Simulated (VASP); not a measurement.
# VH2 (Fm-3m) in VASP: further runs

VH2 is run at these levels: LDA; tasks: single point.

All numbers are computed with VASP 6.6.1; they aren't measurements. Logs are shortened: lines on timing, memory, paths and dates and some standing lists are left out, and cuts for length are marked.

## 1. The cell of the first run

Symmetry: Fm-3m, No. 225, cubic system. The conventional cell has a = 4.110 Å, b = 4.110 Å, c = 4.110 Å, α = 90.00°, β = 90.00°, γ = 90.00°. Within 2.4 Å of V (site symmetry m-3m) lie 8 H at 1.78 Å. H (site symmetry -43m) has 4 V at 1.78 Å and 6 H at 2.05 Å within 2.4 Å.

## 2. Single point, LDA (volume scaled by 0.98)

Input file INCAR:

```
SYSTEM = VH2
ALGO = Normal ; EDIFF = 1E-6
ENCUT = 520 ; GGA = CA
ISIF = 2 ; ISMEAR = -1
LASPH = .True. ; LCHARG = .False.
LREAL = .False. ; LWAVE = .False.
NBANDS = 14 ; NELM = 100
PREC = Accurate ; SIGMA = 0.15
```

Input file KPOINTS:

```
k-points
0
Gamma
  18 18 18
  0 0 0
```

Input file POSCAR:

```
VH2
1.0
    0.0000000000      2.0548187811      2.0548187811
    2.0548187811      0.0000000000      2.0548187811
    2.0548187811      2.0548187811      0.0000000000
V H
1 2
Direct
    0.0000000000      0.0000000000      0.0000000000
    0.2500000000      0.2500000000      0.2500000000
    0.7500000000      0.7500000000      0.7500000000
```

Potentials or basis: VASP PAW LDA potentials, release 64 (V_sv, H).

Launch:

```console
cat potpaw_LDA.64/V_sv/POTCAR potpaw_LDA.64/H/POTCAR > POTCAR
mpirun -np 1 vasp_std > vasp.out
```

OUTCAR:

```text
SYSTEM = VH2
   EDIFF = 1E-6
   ENCUT = 520
   GGA = CA
   ISIF = 2
   ISMEAR = -1
   LASPH = .True.
   LREAL = .False.
   NELM = 100
   PREC = Accurate

 ion  position               nearest neighbor table
   1  0.000  0.000  0.000-   3 1.78   3 1.78   3 1.78   2 1.78   3 1.78   2 1.78   2 1.78   2 1.78

   2  0.250  0.250  0.250-   1 1.78   1 1.78   1 1.78   1 1.78
   3  0.750  0.750  0.750-   1 1.78   1 1.78   1 1.78   1 1.78

  LATTYP: Found a face centered cubic cell.
 ALAT       =     4.1096375622

  Lattice vectors:

 A1 = (   0.0000000000,   2.0548187811,   2.0548187811)
 A2 = (   2.0548187811,   0.0000000000,   2.0548187811)
 A3 = (   2.0548187811,   2.0548187811,   0.0000000000)

Analysis of symmetry for initial positions (statically):
=====================================================================
 Subroutine PRICEL returns:
 Original cell was already a primitive cell.

 Routine SETGRP: Setting up the symmetry group for a
 face centered cubic supercell.

 Subroutine GETGRP returns: Found 48 space group operations
 (whereof 48 operations were pure point group operations)
 out of a pool of 48 trial point group operations.

The static configuration has the point symmetry O_h .

Analysis of symmetry for dynamics (positions and initial velocities):
=====================================================================
 Subroutine PRICEL returns:
 Original cell was already a primitive cell.

 Routine SETGRP: Setting up the symmetry group for a
 face centered cubic supercell.

 Subroutine GETGRP returns: Found 48 space group operations
 (whereof 48 operations were pure point group operations)
 out of a pool of 48 trial point group operations.

The dynamic configuration has the point symmetry O_h .

 Subroutine INISYM returns: Found 48 space group operations
 (whereof 48 operations are pure point group operations),
 and found     1 'primitive' translations

----------------------------------------------------------------------------------------

                                     Primitive cell

  volume of cell :      17.3520

  direct lattice vectors                    reciprocal lattice vectors
     0.000000000  2.054818781  2.054818781    -0.243330460  0.243330460  0.243330460
     2.054818781  0.000000000  2.054818781     0.243330460 -0.243330460  0.243330460
     2.054818781  2.054818781  0.000000000     0.243330460  0.243330460 -0.243330460

  length of vectors
     2.905952588  2.905952588  2.905952588     0.421460720  0.421460720  0.421460720

  position of ions in fractional coordinates (direct lattice)
     0.000000000  0.000000000  0.000000000
     0.250000000  0.250000000  0.250000000
     0.750000000  0.750000000  0.750000000

  ion indices of the primitive-cell ions
   primitive index   ion index
                 1           1
                 2           2
                 3           3

----------------------------------------------------------------------------------------

 KPOINTS: k-points

Automatic generation of k-mesh.
 Grid dimensions read from file:
 generate k-points for:   18   18   18

 Generating k-lattice:

  Cartesian coordinates                     Fractional coordinates (reciprocal lattice)
    -0.013518359  0.013518359  0.013518359     0.055555556  0.000000000  0.000000000
     0.013518359 -0.013518359  0.013518359     0.000000000  0.055555556  0.000000000
     0.013518359  0.013518359 -0.013518359     0.000000000  0.000000000  0.055555556

  Length of vectors
     0.023414484  0.023414484  0.023414484

  Shift w.r.t. Gamma in fractional coordinates (k-lattice)
     0.000000000  0.000000000  0.000000000

 Subroutine IBZKPT returns following result:
 ===========================================

 Found    195 irreducible k-points:

 Following reciprocal coordinates:
            Coordinates               Weight
  0.000000  0.000000  0.000000      1.000000
  0.055556  0.000000  0.000000      8.000000
  0.111111  0.000000  0.000000      8.000000
  0.166667  0.000000  0.000000      8.000000
  0.222222  0.000000  0.000000      8.000000
  0.277778  0.000000  0.000000      8.000000
[... 16 lines left out ...]
 -0.277778  0.055556  0.000000     24.000000
 -0.222222  0.055556  0.000000     24.000000
 [... further k-points ...]
   k-points           NKPTS =    195   k-points in BZ     NKDIM =    195   number of bands    NBANDS=     14
   number of dos      NEDOS =    301   number of ions     NIONS =      3
   total plane-waves  NPLWV =  13824
   dimension x,y,z NGX =    24 NGY =   24 NGZ =   24
   dimension x,y,z NGXF=    48 NGYF=   48 NGZF=   48
   ions per type =               1   2
   NGX,Y,Z   is equivalent  to a cutoff of  13.73, 13.73, 13.73 a.u.
   NGXF,Y,Z  is equivalent  to a cutoff of  27.46, 27.46, 27.46 a.u.
 SYSTEM =  VH2
   PREC   = accura    normal or accurate (medium, high low for compatibility)
   ISTART =      0    job   : 0-new  1-cont  2-samecut
   ICHARG =      2    charge: 1-file 2-atom 10-const
   ISPIN  =      1    spin polarized calculation?
   LNONCOLLINEAR =      F non collinear calculations
   LSORBIT =      F    spin-orbit coupling
   LASPH  =      T    aspherical Exc in radial PAW
   ENCUT  =  520.0 eV  38.22 Ry    6.18 a.u.   5.40  5.40  5.40*2*pi/ulx,y,z
   NELM   =    100;   NELMIN=  2; NELMDL= -5     # of ELM steps
   EDIFF  = 0.1E-05   stopping-criterion for ELM
   LREAL  =      F    real-space projection
   EDIFFG = 0.1E-04   stopping-criterion for IOM
   NSW    =      0    number of steps for IOM
   IBRION =     -1    ionic relax: 0-MD 1-quasi-New 2-CG
   NFREE  =      0    steps in history (QN), initial steepest desc. (CG)
   ISIF   =      2    stress and relaxation
   ISYM   =      2    0-nonsym 1-usesym 2-fastsym
   POTIM  = 0.5000    time-step for ionic-motion
   TEBEG  =    0.0;   TEEND  =   0.0 temperature during run
   PSTRESS=    0.0 pullay stress
   NELECT =      15.0000    total number of electrons
   NUPDOWN=      -1.0000    fix difference up-down
   EMIN   =  10.00;   EMAX   =-10.00  energy-range for DOS
   EFERMI =   0.00;   METHOD = LEGACY
   ISMEAR =    -1;   SIGMA  =   0.15  broadening in eV -4-tet -1-fermi 0-gaus
   EFERMI_NEDOS =   21; number of points for ismear=-14 and -15
   IALGO  =     38    algorithm
   IMIX   =      4    mixing-type and parameters
     AMIX     =   0.40;   BMIX     =  1.00
     AMIX_MAG =   1.60;   BMIX_MAG =  1.00
  volume/ion in A,a.u.               =       5.78        39.03
  Fermi-wavevector in a.u.,A,eV,Ry     =   1.559511  2.947048 33.090376  2.432074
  Thomas-Fermi vector in A             =   2.662859
   LORBIT       =      0    0 simple, 1 ext, 2 COOP (PROOUT), +10 PAW based schemes
   GGA     = CA    functional components
   LHFCALC =     F    Hartree Fock is set to
   AEXX    =    0.0000 exact exchange contribution
   IVDW    =     0    specifies the selected vdW correction
   LEPSILON=     F    determine dielectric tensor
   LRPA    =     F    only Hartree local field effects (RPA)
 non-spin polarized calculation
  energy-cutoff  :      520.00
  volume of cell :       17.35
 maximum number of plane-waves:       489
 NGX is ok and might be reduce to    24
   NGX = 11   NGY = 11   NGZ = 11

 number of electron      15.0000005 magnetization

 Free energy of the ion-electron system (eV)
  ---------------------------------------------------
  ext. energy  EPLUGINS =         0.00000000
  ---------------------------------------------------
  free energy    TOTEN  =       -17.92864487 eV

  energy without entropy =      -17.82731901  energy(sigma->0) =      -17.87798194

 E-fermi :   9.1171     XC(G=0): -13.0105

 val. band max:        9.1095769065   @ k =   0.2778   0.2222   0.0000
 cond. band min:       9.1252690242   @ k =  -0.2778   0.2222   0.0000
 fundamental gap:      0.0156921177
 Fermi energy:         9.1170675651

 k-point     1 :       0.0000    0.0000    0.0000
  band No.  band energies     occupation
      1     -54.5589      2.00000
      2     -28.6111      2.00000
      3     -28.6111      2.00000
      4     -28.6111      2.00000
      5      -2.7574      2.00000
      6       8.0497      1.99838
      7       8.0497      1.99838
      8       8.0497      1.99838
      9      10.0138      0.00505
     10      10.0138      0.00505
     11      10.6497      0.00007
     12      26.1559      0.00000
     13      27.2825      0.00000
     14      27.2825      0.00000

 k-point     2 :       0.0556    0.0000    0.0000
  band No.  band energies     occupation
      1     -54.5564      2.00000
      2     -28.6272      2.00000
      3     -28.6131      2.00000
      4     -28.6131      2.00000
      5      -2.6669      2.00000
      6       7.6147      1.99991
      7       8.0857      1.99794
      8       8.0857      1.99794
      9       9.9920      0.00584
     10       9.9920      0.00584
     11      11.1409      0.00000
     12      24.9815      0.00000
     13      27.2738      0.00000
     14      27.2738      0.00000

 k-point     3 :       0.1111    0.0000    0.0000
  band No.  band energies     occupation
      1     -54.5492      2.00000
      2     -28.6730      2.00000
      3     -28.6188      2.00000
      4     -28.6188      2.00000
      5      -2.4012      2.00000
      6       6.7795      2.00000
      7       8.1825      1.99607
      8       8.1825      1.99607
      9       9.9409      0.00820
     10       9.9409      0.00820
     11      12.1308      0.00000
     12      23.3886      0.00000
     13      27.2290      0.00000
     14      27.2350      0.00000

 k-point     4 :       0.1667    0.0000    0.0000
  band No.  band energies     occupation
      1     -54.5382      2.00000
      2     -28.7427      2.00000
      3     -28.6274      2.00000
      4     -28.6274      2.00000
      5      -1.9784      2.00000
      6       5.9244      2.00000
      7       8.3046      1.99115
      8       8.3046      1.99115
      9       9.9032      0.01053
     10       9.9032      0.01053
     11      13.1863      0.00000
     12      21.8681      0.00000
     13      26.1389      0.00000
     14      27.1279      0.00000

 k-point     5 :       0.2222    0.0000    0.0000
  band No.  band energies     occupation
      1     -54.5246      2.00000
      2     -28.8273      2.00000
      3     -28.6379      2.00000
      4     -28.6379      2.00000
      5      -1.4303      2.00000
      6       5.1590      2.00000
      7       8.3926      1.98415
      8       8.3926      1.98415
      9       9.9432      0.00808
     10       9.9432      0.00808
     11      14.0997      0.00000
[... 276 lines left out ...]
 k-point    22 :      -0.3333    0.0556    0.0000
  band No.  band energies     occupation
      1     -54.4910      2.00000
      2     -29.0204      2.00000
      3     -28.6787      2.00000
      4     -28.6593      2.00000
      5       0.0914      2.00000
      6       3.8838      2.00000
      7       8.2409      1.99421
      8       8.3794      1.98547
      9      10.2558      0.00101
     10      10.6510      0.00007
     11      14.7998      0.00000
     12      18.1276      0.00000
     13      23.4623      0.00000
     14      25.3673      0.00000

 k-point    23 :      -0.2778    0.0556    0.0000
  band No.  band energies     occupation
      1     -54.5038      2.00000
      2     -28.9443      2.00000
      3     -28.6692      2.00000
      4     -28.6482      2.00000
      5      -0.5203      2.00000
      6       4.2897      2.00000
      7       8.3281      1.98966
      8       8.4561      1.97590
      9       9.9609      0.00718
     10      10.4010      0.00038
     11      14.8564      0.00000
     12      18.9390      0.00000
     13      23.8400      0.00000
     14      25.3222      0.00000

 k-point    24 :      -0.2222    0.0556    0.0000
  band No.  band energies     occupation
      1     -54.5181      2.00000
      2     -28.8588      2.00000
      3     -28.6575      2.00000
      4     -28.6368      2.00000
      5      -1.1544      2.00000
      6       4.8513      2.00000
      7       8.3733      1.98605
      8       8.4742      1.97284
      9       9.7619      0.02680
     10      10.1865      0.00160
     11      14.4428      0.00000
     12      20.0595      0.00000
     13      24.4864      0.00000
     14      25.5029      0.00000

 [... further k-points ...]
[... 5 lines left out ...]
  --------------------------------------------------------------------------------------
  -------------------------------------------------------------------------------------
  Total        0.4946085      0.4946085      0.4946085      0.0000000     -0.0000000      0.0000000
  in kB       45.6690119     45.6690119     45.6690119      0.0000000     -0.0000000      0.0000000
  external PRESSURE =      45.6690119 kB  Pullay stress =       0.0000000 kB

 VOLUME and BASIS-vectors are now :
 -----------------------------------------------------------------------------
  energy-cutoff  :      520.00
  volume of cell :       17.35
      direct lattice vectors                 reciprocal lattice vectors
     0.000000000  2.054818781  2.054818781    -0.243330460  0.243330460  0.243330460
     2.054818781  0.000000000  2.054818781     0.243330460 -0.243330460  0.243330460
     2.054818781  2.054818781  0.000000000     0.243330460  0.243330460 -0.243330460

 POSITION                                       TOTAL-FORCE (eV/Angst)
 -----------------------------------------------------------------------------------
      0.00000      0.00000      0.00000         0.000000      0.000000     -0.000000
      1.02741      1.02741      1.02741        -0.000000     -0.000000     -0.000000
      3.08223      3.08223      3.08223         0.000000      0.000000      0.000000
 -----------------------------------------------------------------------------------
    total drift:                               -0.000000      0.000000      0.000000

  FREE ENERGIE OF THE ION-ELECTRON SYSTEM (eV)
  ---------------------------------------------------
  free  energy   TOTEN  =       -17.9286448707 eV

  energy  without entropy=      -17.8273190136  energy(sigma->0) =      -17.87798194
```

Run time: 13 s. Hardware: 1 thread of Intel Xeon 6975P-C (Granite Rapids), shared host; peak memory 0.16 GiB.

What came out:

```
Free energy : -17.9286 eV
Pressure    : 4.6 GPa
```

[end of part 1 of 2]
